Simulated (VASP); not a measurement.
Here is a VASP 6.6.1 calculation.

File INCAR:

```
PREC = Accurate
ENCUT = 520
EDIFF = 1E-7
ISMEAR = -1
SIGMA = 0.05
LREAL = False
LASPH = True
NELM = 150
ALGO = Normal
ISIF = 2
LWAVE = False
LCHARG = False
ISPIN = 2
MAGMOM = 1.933
LORBIT = 11
LMAXMIX = 4
GGA = RE
NBANDS = 14
```

Contents of KPOINTS:

```
Automatic mesh
0
Gamma
  15 15 15
```

Contents of POSCAR:

```
Co
1.0
    2.3266347581      0.0000000000      0.0000000000
    0.0000000000      2.3266347581      0.0000000000
    0.0000000000      0.0000000000      2.3266347581
Co
1
Direct
    0.0000000000      0.0000000000      0.0000000000
```

Potentials or basis: VASP PAW PBE potentials, release 64 (Co).

Run with:

```sh
$ cat potpaw_PBE.64/Co/POTCAR > POTCAR
$ mpirun -np 1 vasp_std > vasp.out
```

Problem. What does it give for the pressure?

Solution. 5.4 GPa.

Problem. Estimate the site moments.

Solution. Co +1.87 μB.

Problem. What does it give for the net moment?

Solution. 1.86 μB per cell.

Caveat: the PAW data sets were made with another functional, which shifts forces and pressure a little.
